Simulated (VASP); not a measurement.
# GaP in VASP: notebook

The runs below take GaP through single point, relaxation of the atoms, with r2SCAN.

Everything below comes from runs of VASP 6.6.1. Logs are shortened: lines on timing, memory, paths and dates and some standing lists are left out, and cuts for length are marked.

### 1 The cell of the first run

The cell holds a slab with vacuum, 8 atoms: a = 3.854 Å, b = 3.854 Å, c = 23.801 Å, α = 90.00°, β = 90.00°, γ = 60.00°.

### 2 Single point, r2SCAN

POSCAR reads:

```
GaP
1.0
    3.8540855109      0.0000000000      0.0000000000
    1.9270427554      3.3377359608      0.0000000000
    0.0000000000      0.0000000000     23.8006786583
Ga P
4 4
Direct
    0.0000000000      0.0000000000      0.2520936519
    0.6666666667      0.6666666667      0.3843103709
    0.3333333333      0.3333333333      0.5166871711
    1.0000000000      1.0000000000      0.6506982560
    1.0000000000      0.0000000000      0.3512561911
    0.6666666667      0.6666666667      0.4834729101
    0.3333333333      0.3333333333      0.6152772076
    1.0000000000      0.0000000000      0.7474515165
```

INCAR.step1 reads:

```
SYSTEM = GaP
  PREC = Accurate
  ENCUT = 440
  ISMEAR = 1
  SIGMA = 0.1
  LREAL = .False.
  LASPH = .True.
  NELM = 120
  LDIPOL = .True.
  IDIPOL = 3
  DIPOL = 0.5 0.5 0.500
  NBANDS = 46
  GGA = PE
  ALGO = Normal
  EDIFF = 1E-5
  LWAVE = .True.
  LCHARG = .False.
  GGA_COMPAT = .False.
  NELMDL = -8
```

INCAR.step2 reads:

```
SYSTEM = GaP
  PREC = Accurate
  ENCUT = 440
  EDIFF = 1E-6
  ISMEAR = 1
  SIGMA = 0.1
  LREAL = .False.
  LASPH = .True.
  NELM = 120
  ALGO = Normal
  ISIF = 2
  LWAVE = .False.
  LCHARG = .False.
  LDIPOL = .True.
  IDIPOL = 3
  DIPOL = 0.5 0.5 0.500
  METAGGA = R2SCAN
  LMIXTAU = .True.
  NBANDS = 46
  ISTART = 1
  GGA_COMPAT = .False.
```

KPOINTS reads:

```
regular mesh
0
Gamma
  4 4 1
  0 0 0
```

Potentials or basis: VASP PAW PBE potentials, release 64 (Ga_d, P).

The run is started by

```bash
$ cat potpaw_PBE.64/Ga_d/POTCAR potpaw_PBE.64/P/POTCAR > POTCAR
$ cp INCAR.step1 INCAR
$ mpirun -np 1 vasp_std > vasp.out
$ cp INCAR.step2 INCAR
$ mpirun -np 1 vasp_std > vasp.out
```

OUTCAR:

```text
SYSTEM = GaP
   PREC = Accurate
   ENCUT = 440
   EDIFF = 1E-6
   ISMEAR = 1
   LREAL = .False.
   LASPH = .True.
   NELM = 120
   ISIF = 2
   METAGGA = R2SCAN
   ISTART = 1

 ion  position               nearest neighbor table
   1  0.000  0.000  0.252-   5 2.36
   2  0.667  0.667  0.384-   6 2.36   5 2.36   5 2.36   5 2.36
   3  0.333  0.333  0.517-   7 2.35   6 2.36   6 2.36   6 2.36
   4  0.000  0.000  0.651-   8 2.30   7 2.38   7 2.38   7 2.38
   5  0.000  0.000  0.351-   1 2.36   2 2.36   2 2.36   2 2.36
   6  0.667  0.667  0.483-   2 2.36   3 2.36   3 2.36   3 2.36
   7  0.333  0.333  0.615-   3 2.35   4 2.38   4 2.38   4 2.38
   8  0.000  0.000  0.747-   4 2.30

  LATTYP: Found a hexagonal cell.
 ALAT       =     3.8540855109
 C/A-ratio  =     6.1754412535

  Lattice vectors:

 A1 = (  -1.9270427554,  -3.3377359608,   0.0000000000)
 A2 = (   3.8540855109,   0.0000000000,   0.0000000000)
 A3 = (   0.0000000000,   0.0000000000,  23.8006786583)

Analysis of symmetry for initial positions (statically):
=====================================================================
 Subroutine PRICEL returns:
 Original cell was already a primitive cell.

 Routine SETGRP: Setting up the symmetry group for a
 hexagonal supercell.

 Subroutine GETGRP returns: Found  6 space group operations
 (whereof  6 operations were pure point group operations)
 out of a pool of 24 trial point group operations.

The static configuration has the point symmetry C_3v.

Analysis of symmetry for dynamics (positions and initial velocities):
=====================================================================
 Subroutine PRICEL returns:
 Original cell was already a primitive cell.

 Routine SETGRP: Setting up the symmetry group for a
 hexagonal supercell.

 Subroutine GETGRP returns: Found  6 space group operations
 (whereof  6 operations were pure point group operations)
 out of a pool of 24 trial point group operations.

The dynamic configuration has the point symmetry C_3v.

 Subroutine INISYM returns: Found  6 space group operations
 (whereof  6 operations are pure point group operations),
 and found     1 'primitive' translations

----------------------------------------------------------------------------------------

                                     Primitive cell

  volume of cell :     306.1700

  direct lattice vectors                    reciprocal lattice vectors
     3.854085511  0.000000000  0.000000000     0.259464923 -0.149802143  0.000000000
     1.927042755  3.337735961  0.000000000     0.000000000  0.299604286  0.000000000
     0.000000000  0.000000000 23.800678658     0.000000000  0.000000000  0.042015609

  length of vectors
     3.854085511  3.854085511 23.800678658     0.299604286  0.299604286  0.042015609

  position of ions in fractional coordinates (direct lattice)
     0.000000000  0.000000000  0.252093652
     0.666666667  0.666666667  0.384310371
     0.333333333  0.333333333  0.516687171
     0.000000000  0.000000000  0.650698256
     0.000000000  0.000000000  0.351256191
     0.666666667  0.666666667  0.483472910
     0.333333333  0.333333333  0.615277208
     0.000000000  0.000000000  0.747451516

  ion indices of the primitive-cell ions
   primitive index   ion index
                 1           1
                 2           2
                 3           3
                 4           4
                 5           5
                 6           6
                 7           7
                 8           8

----------------------------------------------------------------------------------------

 KPOINTS: regular mesh

Automatic generation of k-mesh.
 Grid dimensions read from file:
 generate k-points for:    4    4    1

 Generating k-lattice:

  Cartesian coordinates                     Fractional coordinates (reciprocal lattice)
     0.064866231 -0.037450536  0.000000000     0.250000000  0.000000000  0.000000000
     0.000000000  0.074901072  0.000000000     0.000000000  0.250000000  0.000000000
     0.000000000  0.000000000  0.042015609     0.000000000  0.000000000  1.000000000

  Length of vectors
     0.074901072  0.074901072  0.042015609

  Shift w.r.t. Gamma in fractional coordinates (k-lattice)
     0.000000000  0.000000000  0.000000000

 Subroutine IBZKPT returns following result:
 ===========================================

 Found      4 irreducible k-points:

 Following reciprocal coordinates:
            Coordinates               Weight
  0.000000  0.000000  0.000000      1.000000
  0.250000 -0.000000  0.000000      6.000000
  0.500000 -0.000000  0.000000      3.000000
  0.500000  0.250000  0.000000      6.000000
   k-points           NKPTS =      4   k-points in BZ     NKDIM =      4   number of bands    NBANDS=     46
   number of dos      NEDOS =    301   number of ions     NIONS =      8
   total plane-waves  NPLWV = 131712
   dimension x,y,z NGX =    28 NGY =   28 NGZ =  168
   dimension x,y,z NGXF=    56 NGYF=   56 NGZF=  336
   ions per type =               4   4
   NGX,Y,Z   is equivalent  to a cutoff of  12.08, 12.08, 11.73 a.u.
   NGXF,Y,Z  is equivalent  to a cutoff of  24.16, 24.16, 23.47 a.u.
 SYSTEM =  GaP
   PREC   = accura    normal or accurate (medium, high low for compatibility)
   ISTART =      1    job   : 0-new  1-cont  2-samecut
   ICHARG =      0    charge: 1-file 2-atom 10-const
   ISPIN  =      1    spin polarized calculation?
   LNONCOLLINEAR =      F non collinear calculations
   LSORBIT =      F    spin-orbit coupling
   LASPH  =      T    aspherical Exc in radial PAW
   ENCUT  =  440.0 eV  32.34 Ry    5.69 a.u.   6.59  6.59 40.71*2*pi/ulx,y,z
   NELM   =    120;   NELMIN=  2; NELMDL=  0     # of ELM steps
   EDIFF  = 0.1E-05   stopping-criterion for ELM
   LREAL  =      F    real-space projection
   EDIFFG = 0.1E-04   stopping-criterion for IOM
   NSW    =      0    number of steps for IOM
   IBRION =     -1    ionic relax: 0-MD 1-quasi-New 2-CG
   NFREE  =      0    steps in history (QN), initial steepest desc. (CG)
   ISIF   =      2    stress and relaxation
   ISYM   =      2    0-nonsym 1-usesym 2-fastsym
   POTIM  = 0.5000    time-step for ionic-motion
   TEBEG  =    0.0;   TEEND  =   0.0 temperature during run
   PSTRESS=    0.0 pullay stress
   NELECT =      72.0000    total number of electrons
   NUPDOWN=      -1.0000    fix difference up-down
   EMIN   =  10.00;   EMAX   =-10.00  energy-range for DOS
   EFERMI =   0.00;   METHOD = LEGACY
   ISMEAR =     1;   SIGMA  =   0.10  broadening in eV -4-tet -1-fermi 0-gaus
   EFERMI_NEDOS =   21; number of points for ismear=-14 and -15
   IALGO  =     38    algorithm
   IMIX   =      4    mixing-type and parameters
     AMIX     =   0.40;   BMIX     =  1.00
     AMIX_MAG =   1.60;   BMIX_MAG =  1.00
  volume/ion in A,a.u.               =      38.27       258.27
  Fermi-wavevector in a.u.,A,eV,Ry     =   1.010489  1.909547 13.892736  1.021087
  Thomas-Fermi vector in A             =   2.143481
   LORBIT       =      0    0 simple, 1 ext, 2 COOP (PROOUT), +10 PAW based schemes
   METAGGA = R2SCAN    functional components
   LHFCALC =     F    Hartree Fock is set to
   AEXX    =    0.0000 exact exchange contribution
   IVDW    =     0    specifies the selected vdW correction
   LEPSILON=     F    determine dielectric tensor
   LRPA    =     F    only Hartree local field effects (RPA)
 non-spin polarized calculation
 Methfessel and Paxton  Order N= 1 SIGMA  =   0.10
  energy-cutoff  :      440.00
  volume of cell :      306.17
 maximum number of plane-waves:      6513
 NGX is ok and might be reduce to    28
   NGX = 13   NGY = 13   NGZ = 81

 dipolmoment           0.000000      0.000000     -0.103730 electrons x Angstroem

 number of electron      72.0000020 magnetization

 dipolmoment           0.000000      0.000000      0.071469 electrons x Angstroem

 Free energy of the ion-electron system (eV)
  ---------------------------------------------------
  ext. energy  EPLUGINS =         0.00000000
  ---------------------------------------------------
  free energy    TOTEN  =       -80.75021678 eV

  energy without entropy =      -80.73755682  energy(sigma->0) =      -80.74599679

 E-fermi :  -0.3402     XC(G=0):  -6.3687

 val. band max:       -0.3470920002   @ k =   0.5000  -0.0000   0.0000
 cond. band min:      -0.2786613127   @ k =   0.5000   0.2500   0.0000
 fundamental gap:      0.0684306875
 Fermi energy:        -0.3401945291

 k-point     1 :       0.0000    0.0000    0.0000
  band No.  band energies     occupation
      1     -15.4376      2.00000
      2     -15.4075      2.00000
      3     -15.4075      2.00000
      4     -15.3695      2.00000
      5     -15.3695      2.00000
      6     -15.3478      2.00000
[... 38 lines left out ...]
     45       4.7515      0.00000
     46       4.7515      0.00000

 k-point     2 :       0.2500   -0.0000    0.0000
  band No.  band energies     occupation
      1     -15.4590      2.00000
      2     -15.4091      2.00000
      3     -15.3948      2.00000
      4     -15.3880      2.00000
      5     -15.3510      2.00000
      6     -15.3223      2.00000
[... 38 lines left out ...]
     45       5.1442      0.00000
     46       5.6047      0.00000

 k-point     3 :       0.5000   -0.0000    0.0000
  band No.  band energies     occupation
      1     -15.4868      2.00000
      2     -15.4117      2.00000
      3     -15.3897      2.00000
      4     -15.3820      2.00000
      5     -15.3370      2.00000
      6     -15.3117      2.00000
[... 38 lines left out ...]
     45       4.7946      0.00000
     46       5.6745      0.00000

 k-point     4 :       0.5000    0.2500    0.0000
  band No.  band energies     occupation
      1     -15.4788      2.00000
      2     -15.4042      2.00000
      3     -15.3915      2.00000
      4     -15.3888      2.00000
      5     -15.3417      2.00000
      6     -15.3089      2.00000
[... 38 lines left out ...]
     45       5.1945      0.00000
     46       5.5828      0.00000

------------------------ aborting loop because EDIFF is reached ----------------------------------------

 vacuum level on the upper side and lower side of the slab       (xc-potential included)         0.441        -0.535

  FORCE on cell =-STRESS in cart. coord.  units (eV):
  Direction    XX          YY          ZZ          XY          YZ          ZX
  --------------------------------------------------------------------------------------
  -------------------------------------------------------------------------------------
  Total       -2.9809860     -2.9809860      1.1753151      0.0000000      0.0000000      0.0000000
  in kB      -15.5993985    -15.5993985      6.1503841      0.0000000      0.0000000      0.0000000
  external PRESSURE =      -8.3494710 kB  Pullay stress =       0.0000000 kB

 VOLUME and BASIS-vectors are now :
 -----------------------------------------------------------------------------
  energy-cutoff  :      440.00
  volume of cell :      306.17
      direct lattice vectors                 reciprocal lattice vectors
     3.854085511  0.000000000  0.000000000     0.259464923 -0.149802143  0.000000000
     1.927042755  3.337735961  0.000000000     0.000000000  0.299604286  0.000000000
     0.000000000  0.000000000 23.800678658     0.000000000  0.000000000  0.042015609

 POSITION                                       TOTAL-FORCE (eV/Angst)
 -----------------------------------------------------------------------------------
      0.00000      0.00000      6.00000         0.000000     -0.000000     -0.585491
      3.85409      2.22516      9.14685         0.000000      0.000000      0.194681
      1.92704      1.11258     12.29751        -0.000000     -0.000000      0.020436
      0.00000      0.00000     15.48706         0.000000      0.000000      0.016774
      0.00000      0.00000      8.36014         0.000000     -0.000000      0.453167
      3.85409      2.22516     11.50698        -0.000000     -0.000000     -0.087444
      1.92704      1.11258     14.64402         0.000000     -0.000000     -0.015133
      0.00000      0.00000     17.78985        -0.000000     -0.000000      0.003010
 -----------------------------------------------------------------------------------
    total drift:                               -0.000010     -0.000006      0.005756

  FREE ENERGIE OF THE ION-ELECTRON SYSTEM (eV)
  ---------------------------------------------------
  free  energy   TOTEN  =       -80.7502167784 eV

  energy  without entropy=      -80.7375568162  energy(sigma->0) =      -80.74599679

 vacuum level on the upper side and lower side of the slab         5.907         4.904
```

Run time: 21 min. Hardware: 1 thread of Intel Xeon 8259CL, shared host; peak memory 0.38 GiB.

What came out:

```yaml
Free_energy: -80.7502 eV
Largest_force: 0.585 eV/Å
Band_gap_on_the_k_mesh: zero (bands 36 and 37 overlap by 1.50 eV)
```

Forces on the atoms (eV/Å):
```
Ga   0.000  0.000 -0.585
Ga   0.000  0.000  0.195
Ga   0.000  0.000  0.020
Ga   0.000  0.000  0.017
P    0.000  0.000  0.453
P    0.000  0.000 -0.087
P    0.000  0.000 -0.015
P    0.000  0.000  0.003
```

Caveat: the k points lie up to 0.47 Å⁻¹ apart, too coarse for converged energies and pressures of a metal; the PAW data sets were made with another functional, which shifts forces and pressure a little.

### 3 Relaxation of the atoms, r2SCAN

POSCAR reads:

```
GaP
1.0
    3.8540855109      0.0000000000      0.0000000000
    1.9270427554      3.3377359608      0.0000000000
    0.0000000000      0.0000000000     23.8006786583
Ga P
4 4
Selective dynamics
Direct
    0.0000000000      0.0000000000      0.2520936519  F F F
    0.6666666667      0.6666666667      0.3843103709  F F F
    0.3333333333      0.3333333333      0.5165270899  T T T
    1.0000000000      1.0000000000      0.6487438089  T T T
    1.0000000000      0.0000000000      0.3512561911  F F F
    0.6666666667      0.6666666667      0.4834729101  F F F
    0.3333333333      0.3333333333      0.6156896291  T T T
    1.0000000000      0.0000000000      0.7479063481  T T T
```

INCAR.step1 reads:

```
SYSTEM = GaP
PREC     = Accurate       ! precision mode
ENCUT    = 500            ! plane-wave cutoff, eV
ISMEAR   = 1              ! smearing method
SIGMA    = 0.1            ! smearing width, eV
LREAL    = .False.        ! projectors in reciprocal space
LASPH    = .True.         ! aspherical terms in the spheres
NELM     = 120            ! most SCF steps
LDIPOL   = .True.       
IDIPOL   = 3            
DIPOL    = 0.5 0.5 0.500
GGA      = PE             ! functional
ALGO     = Normal         ! electronic algorithm
EDIFF    = 1E-5           ! SCF threshold, eV
LWAVE    = .True.         ! write WAVECAR
LCHARG   = .False.        ! write CHGCAR
GGA_COMPAT= .False.      
IBRION   = 2              ! ionic algorithm
EDIFFG   = -0.01          ! ionic threshold
NELMIN   = 4            
NSW      = 100            ! ionic steps
NELMDL   = -8
```

INCAR.step2 reads:

```
SYSTEM = GaP
PREC     = Accurate       ! precision mode
ENCUT    = 500            ! plane-wave cutoff, eV
EDIFF    = 1E-7           ! SCF threshold, eV
ISMEAR   = 1              ! smearing method
SIGMA    = 0.1            ! smearing width, eV
LREAL    = .False.        ! projectors in reciprocal space
LASPH    = .True.         ! aspherical terms in the spheres
NELM     = 120            ! most SCF steps
ALGO     = Normal         ! electronic algorithm
ISIF     = 2              ! what is computed and relaxed
LWAVE    = .False.        ! write WAVECAR
LCHARG   = .False.        ! write CHGCAR
LDIPOL   = .True.       
IDIPOL   = 3            
DIPOL    = 0.5 0.5 0.500
METAGGA  = R2SCAN         ! meta-GGA
LMIXTAU  = .True.       
IBRION   = 2              ! ionic algorithm
NSW      = 50             ! ionic steps
EDIFFG   = -0.03          ! ionic threshold
ISTART   = 1            
GGA_COMPAT= .False.      
NELMIN   = 4
```

KPOINTS is that of step 2.

Potentials or basis: VASP PAW PBE potentials, release 64 (Ga_d, P).

The run is started by

```bash
$ cat potpaw_PBE.64/Ga_d/POTCAR potpaw_PBE.64/P/POTCAR > POTCAR
$ cp INCAR.step1 INCAR
$ mpirun -np 1 vasp_std > vasp.out
$ cp INCAR.step2 INCAR
$ mpirun -np 1 vasp_std > vasp.out
```

It took 1.7 h on 1 thread of Intel Xeon 8259CL, shared host; peak memory 0.47 GiB.

It converged, with:

```yaml
Free_energy: -80.7535 eV
Energy_gained_by_relaxing: 2.4 meV/atom
Ionic_steps: 5
Band_gap_on_the_k_mesh: zero (bands 36 and 37 overlap by 1.50 eV)
```

The path:
| step | energy change (eV) | largest force on free atoms (eV/Å) | pressure (GPa) |
| --- | --- | --- | --- |
| 1 | 0.0000 | 0.6313 | -0.85 |
| 2 | -0.0187 | 0.1255 | -0.76 |
| 3 | -0.0192 | 0.0454 | -0.74 |
| 4 | -0.0192 | 0.0472 | -0.74 |
| 5 | -0.0193 | 0.0235 | -0.74 |

Final structure:
```
Ga P
1.0
     3.85409    0.00000    0.00000
     1.92704    3.33774    0.00000
     0.00000    0.00000   23.80068
Ga P
4 4
Direct
  0.00000 0.00000 0.25209
  0.66667 0.66667 0.38431
  0.33333 0.33333 0.51656
  0.00000 0.00000 0.65033
  0.00000 0.00000 0.35126
  0.66667 0.66667 0.48347
  0.33333 0.33333 0.61499
  0.00000 0.00000 0.74699
```

Levels at points of the mesh, in eV from the Fermi level:
| k point | band 34 | band 35 | band 36 | band 37 | band 38 | band 39 |
| --- | --- | --- | --- | --- | --- | --- |
| (0.00, 0.00, 0.00) | -0.07 | -0.07 | 1.49 | 1.49 | 2.27 | 2.67 |
| (0.50, 0.00, 0.00) | -1.33 | -1.16 | -0.58 | -0.01 | 0.88 | 2.29 |

Caveat: the k points lie up to 0.47 Å⁻¹ apart, too coarse for converged energies and pressures of a metal; the PAW data sets were made with another functional, which shifts forces and pressure a little.
